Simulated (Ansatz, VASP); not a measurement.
**Two plane-wave programs on In**

```
In
1.0
     0.00000    2.39615   -2.39615
    -2.39615    0.00000    2.39615
     4.79229    4.79229    4.79229
In
3
Direct
  0.00000 0.00000 0.00000
  0.33333 0.66667 0.33333
  0.66667 0.33333 0.66667
```

Alike in both runs: task single point; functional PBE; k mesh 14 × 14 × 5; occupations fermi-dirac, width 0.08 eV; no spin polarisation.

|  | VASP | Ansatz |
| --- | --- | --- |
| version | VASP 6.6.1 | Ansatz 0.2.0 |
| potentials or method | VASP PAW PBE potentials, release 64 (In_d) | PAW with Ansatz's default frozen-core files, scalar-relativistic |
| plane-wave cutoff (eV) | 520 | 420 |
| valence electrons in the cell | 39 | 39 |

|  | VASP | Ansatz | Ansatz less VASP |
| --- | --- | --- | --- |
| pressure (GPa) | -0.1 | -0.1 | +0.05 |
